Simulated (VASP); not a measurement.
## H3CCl: single point with PBE+D3(BJ)

The system is H3CCl.

```xyz
40
Lattice="9.8539 0.0000 0.0000 0.0000 9.8539 0.0000 0.0000 0.0000 9.8539" Properties=species:S:1:pos:R:3 pbc="T T T"
C     0.0470    2.4770    1.9023
C     1.1957    6.4573    2.2021
C     4.4479    1.5691    1.7116
C     9.5902    5.1832    8.1609
C     3.8186    4.9723    6.0895
C     8.8872    9.1776    3.1552
C     7.7567   10.0324    7.9350
C     8.0552    5.5802    3.3559
Cl    0.1634    2.2716    3.7385
Cl    1.8201    7.0662    3.7896
Cl    4.1872    3.0762    2.7320
Cl    8.3451    5.4669    9.3105
Cl    4.6699    5.8677    4.8683
Cl    8.3747    9.5910    4.8286
Cl    8.7113    8.5341    7.5222
Cl    8.6118    5.6720    5.0843
H     0.1151    3.5271    1.6281
H     0.7378    1.7279    1.4121
H    -0.9115    2.1851    1.5470
H     0.5176    7.1961    1.7177
H     2.0898    6.1586    1.5344
H     0.9111    5.3879    2.3802
H     4.9640    1.8812    0.7886
H     5.0372    0.8581    2.3541
H     3.4908    1.0004    1.7597
H     9.1648    4.7778    7.2860
H    10.0512    6.1828    8.0409
H    10.5057    4.6539    8.6818
H     4.1826    5.2440    7.0678
H     2.8069    5.3130    5.9403
H     3.7771    3.9391    5.7407
H     8.7576   10.0156    2.4308
H     9.8971    8.8779    3.3919
H     8.3640    8.2901    2.9075
H     6.6074    9.8479    7.9698
H     8.0988   10.5035    8.9009
H     7.8663   10.6290    6.9646
H     7.3266    6.4256    3.3000
H     8.8714    5.7461    2.6590
H     7.4486    4.6317    3.3056
```

```yaml
Program: VASP 6.6.1
Task: single point
Functional: PBE
Dispersion: D3(BJ)
Potentials_or_basis: VASP PAW PBE potentials, release 64 (C, Cl, H)
Cutoff: 520 eV
k_mesh: 1 × 1 × 1
Occupations: fermi-dirac, width 0.05 eV
Spin: no spin polarisation
Dipole_correction: no
Further_INCAR_settings: LREAL = Auto; ALGO = Normal; EDIFF = 1e-06; NBANDS = 82
```

```json
{
 "Pressure": "-0.4 GPa",
 "Largest force": "4.149 eV/Å",
 "Band gap on the k mesh": "4.36 eV",
 "Dispersion energy per atom": "-0.038 eV"
}
```

Forces in eV/Å, atoms in the order of the input:
```
C    0.958 -0.998  0.620
C    2.141 -1.526 -0.519
C   -0.054 -0.612  2.122
C    3.537  0.866  1.988
C   -0.993 -0.128 -0.854
C    0.243  0.904  0.767
C   -1.310  0.231 -1.172
C   -1.878  0.153  1.252
Cl   0.060  0.527 -1.507
Cl  -0.318  0.069 -0.817
Cl   0.162 -0.516 -0.519
Cl  -1.319 -0.155  1.305
Cl   1.239  0.610 -0.702
Cl  -0.636  0.176 -0.821
Cl  -0.519  0.379  1.300
Cl   0.110 -0.057 -0.646
H    0.697  0.119 -0.002
H   -0.093  1.197  0.528
H   -1.384 -0.399  0.146
H    0.227 -0.801  0.355
H   -0.801  1.328  0.650
H   -0.919  1.050  0.115
H   -0.602 -0.454  0.132
H    0.352  0.842 -0.610
H    0.155  0.753 -1.126
H    0.010 -0.769 -1.094
H   -0.298 -0.208 -0.793
H   -1.838  0.069 -1.142
H    0.269 -0.435  0.456
H   -0.827  0.241  0.473
H    0.508 -0.375  0.695
H    0.118 -0.614  0.594
H    0.742  0.190 -0.728
H   -0.851 -0.766 -0.587
H    1.806 -0.258  0.224
H   -0.076 -0.351 -1.105
H    0.162 -0.037  1.629
H    0.382 -0.514 -0.233
H   -0.024 -0.433  0.040
H    0.863  0.704 -0.416
```

Stress tensor (GPa, compression positive):
```
 0.23  0.67 -0.51
 0.67 -0.67 -0.19
-0.51 -0.19 -0.81
```

Levels at points of the mesh, in eV from the valence-band top:
```
           k point  band 54  band 55  band 56  band 57  band 58  band 59
(0.00, 0.00, 0.00)    -0.35    -0.19     0.00     4.36     4.83     4.93
```

Run time: 6.2 min on 1 thread of AMD EPYC 7R43 64-Core Processor (Zen 3), on a shared host, peak memory 0.83 GiB.

Caveat: the k points lie up to 0.64 Å⁻¹ apart.
